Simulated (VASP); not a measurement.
# SiPd3Pt (Pm-3m) in VASP: further runs, part 2 of 2

VASP 6.6.1.

## Step 4: Relaxation of cell and atoms, PBE

File INCAR:

```
ALGO = Normal
EDIFF = 1E-6
EDIFFG = -0.04
ENCUT = 600
GGA = PE
IBRION = 2
ISIF = 3
ISMEAR = 0
LASPH = True
LCHARG = False
LREAL = False
LWAVE = False
NELM = 80
NSW = 90
PREC = Accurate
SIGMA = 0.1
```

File KPOINTS:

```
k-points
0
Gamma
  4 4 4
```

File POSCAR:

```
SiPd3Pt
1.0
    3.9993055000      0.0000000000      0.0000000000
    0.0000000000      3.9993055000      0.0000000000
    0.0000000000      0.0000000000      3.9993055000
Si Pd Pt
1 3 1
Direct
    0.5000000000      0.5000000000      0.5000000000
    0.0000000000      0.5000000000      0.5000000000
    0.5000000000      0.0000000000      0.5000000000
    0.5000000000      0.5000000000      0.0000000000
    0.0000000000      0.0000000000      0.0000000000
```

Potentials or basis: VASP PAW PBE potentials, release 64 (Si, Pd, Pt).

Started as:

```
$ cat potpaw_PBE.64/Si/POTCAR potpaw_PBE.64/Pd/POTCAR potpaw_PBE.64/Pt/POTCAR > POTCAR
$ mpirun -np 1 vasp_std > vasp.out
```

OUTCAR:

```text
EDIFF = 1E-6
   EDIFFG = -0.04
   ENCUT = 600
   GGA = PE
   IBRION = 2
   ISIF = 3
   ISMEAR = 0
   LASPH = True
   LREAL = False
   NELM = 80
   NSW = 90
   PREC = Accurate

 ion  position               nearest neighbor table
   1  0.500  0.500  0.500-   2 2.00   3 2.00   4 2.00   4 2.00   3 2.00   2 2.00
   2  0.000  0.500  0.500-   1 2.00   1 2.00   4 2.83   5 2.83   4 2.83   5 2.83   3 2.83   5 2.83
                             5 2.83   3 2.83   3 2.83   4 2.83   4 2.83   3 2.83
   3  0.500  0.000  0.500-   1 2.00   1 2.00   4 2.83   5 2.83   4 2.83   5 2.83   2 2.83   2 2.83
                             4 2.83   4 2.83   2 2.83   5 2.83   5 2.83   2 2.83
   4  0.500  0.500  0.000-   1 2.00   1 2.00   3 2.83   5 2.83   2 2.83   2 2.83   3 2.83   3 2.83
                             5 2.83   3 2.83   2 2.83   5 2.83   2 2.83   5 2.83
   5  0.000  0.000  0.000-   2 2.83   3 2.83   4 2.83   2 2.83   3 2.83   2 2.83   4 2.83   2 2.83
                             3 2.83   4 2.83   3 2.83   4 2.83

  LATTYP: Found a simple cubic cell.
 ALAT       =     3.9993055000

  Lattice vectors:

 A1 = (   3.9993055000,   0.0000000000,   0.0000000000)
 A2 = (   0.0000000000,   3.9993055000,   0.0000000000)
 A3 = (   0.0000000000,   0.0000000000,   3.9993055000)

Analysis of symmetry for initial positions (statically):
=====================================================================
 Subroutine PRICEL returns:
 Original cell was already a primitive cell.

 Routine SETGRP: Setting up the symmetry group for a
 simple cubic supercell.

 Subroutine GETGRP returns: Found 48 space group operations
 (whereof 48 operations were pure point group operations)
 out of a pool of 48 trial point group operations.

The static configuration has the point symmetry O_h .

Analysis of symmetry for dynamics (positions and initial velocities):
=====================================================================
 Subroutine PRICEL returns:
 Original cell was already a primitive cell.

 Routine SETGRP: Setting up the symmetry group for a
 simple cubic supercell.

 Subroutine GETGRP returns: Found 48 space group operations
 (whereof 48 operations were pure point group operations)
 out of a pool of 48 trial point group operations.

[... 86 lines left out ...]
   LNONCOLLINEAR =      F non collinear calculations
   LSORBIT =      F    spin-orbit coupling
   LASPH  =      T    aspherical Exc in radial PAW
   ENCUT  =  600.0 eV  44.10 Ry    6.64 a.u.   7.99  7.99  7.99*2*pi/ulx,y,z
   NELM   =     80;   NELMIN=  2; NELMDL= -5     # of ELM steps
   EDIFF  = 0.1E-05   stopping-criterion for ELM
   LREAL  =      F    real-space projection
   EDIFFG = -.4E-01   stopping-criterion for IOM
   NSW    =     90    number of steps for IOM
   IBRION =      2    ionic relax: 0-MD 1-quasi-New 2-CG
   NFREE  =      1    steps in history (QN), initial steepest desc. (CG)
   ISIF   =      3    stress and relaxation
   ISYM   =      2    0-nonsym 1-usesym 2-fastsym
   POTIM  = 0.5000    time-step for ionic-motion
   TEBEG  =    0.0;   TEEND  =   0.0 temperature during run
   PSTRESS=    0.0 pullay stress
   NELECT =      44.0000    total number of electrons
   NUPDOWN=      -1.0000    fix difference up-down
   EMIN   =  10.00;   EMAX   =-10.00  energy-range for DOS
   EFERMI =   0.00;   METHOD = LEGACY
   ISMEAR =     0;   SIGMA  =   0.10  broadening in eV -4-tet -1-fermi 0-gaus
   EFERMI_NEDOS =   21; number of points for ismear=-14 and -15
   IALGO  =     38    algorithm
   IMIX   =      4    mixing-type and parameters
     AMIX     =   0.40;   BMIX     =  1.00
     AMIX_MAG =   1.60;   BMIX_MAG =  1.00
  volume/ion in A,a.u.               =      12.79        86.33
  Fermi-wavevector in a.u.,A,eV,Ry     =   1.445133  2.730905 28.414534  2.088409
  Thomas-Fermi vector in A             =   2.563349
   LORBIT       =      0    0 simple, 1 ext, 2 COOP (PROOUT), +10 PAW based schemes
   GGA     = PE    functional components
   LHFCALC =     F    Hartree Fock is set to
   AEXX    =    0.0000 exact exchange contribution
   IVDW    =     0    specifies the selected vdW correction
   LEPSILON=     F    determine dielectric tensor
   LRPA    =     F    only Hartree local field effects (RPA)
 conjugate gradient relaxation of ions
 non-spin polarized calculation
 Gauss-broadening in eV      SIGMA  =   0.10
  energy-cutoff  :      600.00
  volume of cell :       63.97
 maximum number of plane-waves:      2176
 NGX is ok and might be reduce to    32
   NGX = 15   NGY = 15   NGZ = 15

--------------------------------------- Ionic step        1  -------------------------------------------

 number of electron      44.0000002 magnetization

 Free energy of the ion-electron system (eV)
  ---------------------------------------------------
  ext. energy  EPLUGINS =         0.00000000
  ---------------------------------------------------
  free energy    TOTEN  =       -21.26711547 eV

  energy without entropy =      -21.24132776  energy(sigma->0) =      -21.25422162

 E-fermi :  12.5933     XC(G=0): -13.5405

 val. band max:       12.5857121608   @ k =   0.0000   0.0000   0.0000
 cond. band min:      12.6581928000   @ k =   0.2500   0.2500   0.0000
 fundamental gap:      0.0724806392
 Fermi energy:        12.5932909229
[... 740 lines left out ...]
--------------------------------------- Ionic step        5  -------------------------------------------

 number of electron      44.0000011 magnetization

 Free energy of the ion-electron system (eV)
  ---------------------------------------------------
  ext. energy  EPLUGINS =         0.00000000
  ---------------------------------------------------
  free energy    TOTEN  =       -25.91582493 eV

  energy without entropy =      -25.87631861  energy(sigma->0) =      -25.89607177

 E-fermi :   7.3560     XC(G=0): -11.6696

 val. band max:        7.3348070583   @ k =   0.0000   0.0000   0.0000
 cond. band min:       7.3721828681   @ k =   0.5000   0.5000   0.2500
 fundamental gap:      0.0373758097
 Fermi energy:         7.3559696021
[... 320 lines left out ...]
  FREE ENERGIE OF THE ION-ELECTRON SYSTEM (eV)
  ---------------------------------------------------
  free  energy   TOTEN  =       -25.9158249322 eV

  energy  without entropy=      -25.8763186111  energy(sigma->0) =      -25.89607177

 reached required accuracy - stopping structural energy minimisation
```

OSZICAR:

```text
N       E                     dE             d eps       ncg     rms          rms(c)
DAV:   1     0.336854834250E+03    0.33685E+03   -0.24881E+04   520   0.186E+03
DAV:   2    -0.907528135147E+01   -0.34593E+03   -0.33860E+03   562   0.395E+02
DAV:   3    -0.232086746922E+02   -0.14133E+02   -0.13458E+02   594   0.755E+01
[... 76 lines left out ...]
DAV:   5    -0.259166362458E+02    0.26459E-02   -0.27877E-02   576   0.944E-01    0.296E-01
DAV:   6    -0.259157802324E+02    0.85601E-03   -0.32007E-03   572   0.320E-01    0.761E-02
DAV:   7    -0.259158193508E+02   -0.39118E-04   -0.10922E-04   542   0.660E-02    0.241E-02
DAV:   8    -0.259158251651E+02   -0.58144E-05   -0.22637E-05   570   0.340E-02    0.478E-03
DAV:   9    -0.259158249322E+02    0.23289E-06   -0.63203E-07   260   0.566E-03
   5 F= -.25915825E+02 E0= -.25896072E+02  d E =-.464871E+01
```

Wall time 48 s (1 thread of Intel Xeon 6975P-C (Granite Rapids), shared host); peak memory 0.19 GiB.

Results:

```
Free energy                            : -25.9158 eV
Relaxed volume                         : 17.65 Å³/atom
Relaxed cell                           : a = 4.452 Å, b = 4.452 Å, c = 4.452 Å, α = 90.00°, β = 90.00°, γ = 90.00°
Space group after relaxing (to 0.05 Å) : Pm-3m (No. 221)
Energy gained by relaxing              : 929.7 meV/atom
Ionic steps                            : 5
Pressure after relaxing                : 0.1 GPa
Band gap on the k mesh                 : zero (band 22 reaches 7.77 eV, above the bottom of band 23 at 7.17 eV)
```

Step by step:
| step | energy change (eV) | largest force (eV/Å) | pressure (GPa) | volume (Å³) |
| --- | --- | --- | --- | --- |
| 1 | 0.0000 | 0.0000 | 85.11 | 63.97 |
| 2 | 0.7909 | 0.0000 | -16.40 | 149.77 |
| 3 | -4.5925 | 0.0000 | -4.50 | 92.15 |
| 4 | -4.6382 | 0.0000 | -2.04 | 89.93 |
| 5 | -4.6487 | 0.0000 | 0.09 | 88.24 |

Final structure:
```xyz
5
Lattice="4.4520 0.0000 0.0000 0.0000 4.4520 0.0000 0.0000 0.0000 4.4520" Properties=species:S:1:pos:R:3 pbc="T T T"
Si    2.2260    2.2260    2.2260
Pd    0.0000    2.2260    2.2260
Pd    2.2260    0.0000    2.2260
Pd    2.2260    2.2260    0.0000
Pt    0.0000    0.0000    0.0000
```

Levels at points of the mesh, in eV from the Fermi level:
```tsv
k point	band 20	band 21	band 22	band 23	band 24	band 25
(0.00, 0.00, 0.00)	-0.54	-0.54	-0.02	-0.02	-0.02	3.59
(0.50, 0.00, 0.00)	-0.89	-0.65	-0.03	1.38	1.38	3.73
(0.50, 0.50, 0.00)	-0.92	-0.37	-0.18	-0.18	0.64	2.74
(0.50, 0.50, 0.50)	-0.27	-0.27	0.41	0.41	0.41	2.60
```

Caveat: the k points lie up to 0.35 Å⁻¹ apart in the final cell; the volume moved by over 15 % at a fixed basis, so the end points are rough; spin-orbit coupling is left out, which moves the levels of the heavy elements.

## Step 5: Single point, PBE

This run uses another cell than the first one, of 17.59 Å³/atom, 1.375 times its volume.

File INCAR:

```
PREC = Accurate
ENCUT = 520
EDIFF = 1E-6
ISMEAR = 0
SIGMA = 0.1
LREAL = False
LASPH = True
NELM = 80
ALGO = Normal
ISIF = 2
LWAVE = False
LCHARG = False
GGA = PE
NBANDS = 30
```

File KPOINTS:

```
regular mesh
0
Gamma
  8 8 8
```

Changes to POSCAR since step 4:

```diff
@@ -2,5 +2,5 @@
 1.0
-    3.9993055000      0.0000000000      0.0000000000
-    0.0000000000      3.9993055000      0.0000000000
-    0.0000000000      0.0000000000      3.9993055000
+    4.4474986527      0.0000000000      0.0000000000
+    0.0000000000      4.4474986527      0.0000000000
+    0.0000000000      0.0000000000      4.4474986527
 Si Pd Pt
```

Started as:

```
$ cat potpaw_PBE.64/Si/POTCAR potpaw_PBE.64/Pd/POTCAR potpaw_PBE.64/Pt/POTCAR > POTCAR
$ mpirun -np 1 vasp_std > vasp.out
```

Run time: 33 s. Hardware: 1 thread of Intel Xeon 6975P-C (Granite Rapids), shared host; peak memory 0.26 GiB.

Results (log left out):

```
Free energy            : -25.9819 eV
Pressure               : 0.2 GPa
Band gap on the k mesh : zero (band 22 reaches 7.80 eV, above the bottom of band 23 at 7.21 eV)
```

Levels at points of the mesh, in eV from the Fermi level:
```
           k point  band 18  band 19  band 20  band 21  band 22  band 23  band 24  band 25  band 26  band 27
(0.00, 0.00, 0.00)    -1.33    -0.95    -0.50    -0.50     0.02     0.02     0.02     3.65     5.47     5.47
(0.50, 0.00, 0.00)    -1.19    -1.19    -0.85    -0.61     0.02     1.44     1.44     3.79     4.27     4.81
(0.50, 0.50, 0.00)    -1.03    -1.03    -0.88    -0.33    -0.14    -0.14     0.69     2.80     5.19     7.08
(0.50, 0.50, 0.50)    -0.88    -0.88    -0.22    -0.22     0.44     0.44     0.44     2.65     2.65     2.65
```

Caveat: spin-orbit coupling is left out, which moves the levels of the heavy elements.

## Step 6: Summary

```tsv
task	cell	k mesh	cutoff (eV)	gap on the mesh (eV)	pressure (GPa)
single point	a = 3.999 Å, 5 atoms	4 × 4 × 4	520	none	85.1
single point	a = 4.446 Å, 5 atoms	4 × 4 × 4	520	none	0.5
relaxation of cell and atoms	relaxed from a = 3.999 Å, 5 atoms	4 × 4 × 4	600	none	0.1
single point	a = 4.447 Å, 5 atoms	8 × 8 × 8	520	none	0.2
```

Alike in all rows: level PBE; potentials or basis VASP PAW PBE potentials, release 64 (Si, Pd, Pt); no spin polarisation; smearing gaussian 0.1 eV.

Caveats: some runs use coarse meshes; spin-orbit coupling is left out, which moves the levels of the heavy elements; the volume moved by over 15 % at a fixed basis, so the end points are rough (some runs).

Total energies depend on the potentials used, so only differences within one code and one set of settings carry meaning.
